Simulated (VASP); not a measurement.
Here is a VASP 6.6.1 calculation.

File POSCAR:

```
Y
1.0
    0.0000000000      2.5499566102      2.5499566102
    2.5499566102      0.0000000000      2.5499566102
    2.5499566102      2.5499566102      0.0000000000
Y
1
Direct
    0.0000000000      0.0000000000      0.0000000000
```

Contents of INCAR.step1:

```
SYSTEM = Y
  ALGO = Normal
  EDIFF = 1E-4
  ENCUT = 600
  GGA = PE
  ISMEAR = 0
  LASPH = .True.
  LCHARG = .False.
  LREAL = .False.
  LWAVE = .True.
  NELM = 60
  PREC = Accurate
  SIGMA = 0.1
```

The input INCAR.step2:

```
SYSTEM = Y
  ALGO = Normal
  EDIFF = 1E-7
  EDIFFG = -0.01
  ENCUT = 600
  IBRION = 2
  ISIF = 3
  ISMEAR = 0
  ISTART = 1
  LASPH = .True.
  LCHARG = .False.
  LMIXTAU = .True.
  LREAL = .False.
  LWAVE = .False.
  METAGGA = R2SCAN
  NELM = 60
  NSW = 100
  PREC = Accurate
  SIGMA = 0.1
```

The input KPOINTS:

```
k-points
0
Gamma
  18 18 18
  0 0 0
```

Potentials or basis: VASP PAW PBE potentials, release 64 (Y_sv).

Command:

```sh
$ cat potpaw_PBE.64/Y_sv/POTCAR > POTCAR
$ cp INCAR.step1 INCAR
$ mpirun -np 1 vasp_std > vasp.out
$ cp INCAR.step2 INCAR
$ mpirun -np 1 vasp_std > vasp.out
```

Problem. Predict the relaxed volume.

Solution. 33.24 Å³/atom.

Problem. Estimate the relaxed cell.

Solution. a = 3.609 Å, b = 3.609 Å, c = 3.609 Å, α = 60.00°, β = 60.00°, γ = 60.00°.

Problem. Predict the band gap on the k mesh.

Solution. Zero (an odd number of electrons rules out a gap without spin polarisation).

Final structure:
```
Y
1.0
     0.00000    2.55193    2.55193
     2.55193    0.00000    2.55193
     2.55193    2.55193    0.00000
Y
1
Direct
  0.00000 0.00000 0.00000
```

Caveat: the PAW data sets were made with another functional, which shifts forces and pressure a little.
